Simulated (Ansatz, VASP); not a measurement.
Two plane-wave programs on Si2Mo

```
CELL_PARAMETERS angstrom
-1.60000 1.60000 3.93050
1.60000 -1.60000 3.93050
1.60000 1.60000 -3.93050
ATOMIC_POSITIONS crystal
Si 0.33420 0.34056 0.99904
Si 0.66277 0.66913 0.99904
Mo 0.99849 0.00485 0.99904
```

Alike in both runs: functional LDA; k mesh 7 × 7 × 7; occupations fermi-dirac, width 0.1 eV; no spin polarisation.

Ansatz relaxed the structure, and its values are those at the end. VASP's run is a single point on that final structure, the one shown.

|  | VASP | Ansatz |
| --- | --- | --- |
| version | VASP 6.6.1 | Ansatz 0.2.0 |
| potentials or method | VASP PAW LDA potentials, release 64 (Si, Mo_sv) | plane waves, PAW |
| plane-wave cutoff (eV) | 500 | 420 |
| valence electrons in the cell | 22 | 22 |

|  | VASP | Ansatz | Ansatz less VASP |
| --- | --- | --- | --- |
| rms of the force components (eV/Å) | 0.006 | 0.000 | -0.0058 |

LDA's correlation is that of Perdew and Zunger in VASP and of Perdew and Wang (1992) in Ansatz.

The k mesh is coarse, so the values compare programs but aren't converged.
